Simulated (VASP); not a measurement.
Write the native input for VASP 6.6.1 that does the following.

| Quantity | Value |
| --- | --- |
| Task | single point |
| Functional | PBEsol |
| Potentials or basis | VASP PAW PBE potentials, release 64 (Ga_d, Ni) |
| Cutoff | 520 eV |
| k mesh | 14 × 14 × 14 |
| Occupations | gaussian, width 0.1 eV |
| Spin | no spin polarisation |
| Dipole correction | no |
| Further INCAR settings | ALGO = Fast; EDIFF = 1e-06; NBANDS = 18 |

The structure of GaNi lies in POSCAR:

```
GaNi
1.0
    2.9291880692      0.0000000000      0.0000000000
    0.0000000000      2.9291880692      0.0000000000
    0.0000000000      0.0000000000      2.9291880692
Ga Ni
1 1
Direct
    0.0000000000      0.0000000000      0.0000000000
    0.5000000000      0.5000000000      0.5000000000
```

This cell differs from its parent crystal: volume scaled by 1.06.

These files were run (other wordings do the same):

INCAR

```
  ALGO = Fast
  EDIFF = 1E-6
  ENCUT = 520
  GGA = PS
  ISIF = 2
  ISMEAR = 0
  LASPH = True
  LCHARG = True
  LELF = True
  LREAL = False
  LVHAR = True
  LWAVE = False
  NBANDS = 18
  NELM = 60
  PREC = Accurate
  SIGMA = 0.1
```

KPOINTS

```
k-points
0
Gamma
  14 14 14
```

Potentials or basis: VASP PAW PBE potentials, release 64 (Ga_d, Ni).

The run is started by

```sh
$ cat potpaw_PBE.64/Ga_d/POTCAR potpaw_PBE.64/Ni/POTCAR > POTCAR
$ mpirun -np 1 vasp_std > vasp.out
```

It gave:

```
Pressure : -8.5 GPa
```

Caveat: the PAW data sets were made with another functional, which shifts forces and pressure a little.

Run time: 40 s on 1 thread of Intel Xeon 6975P-C (shared host), peak memory 0.18 GiB.
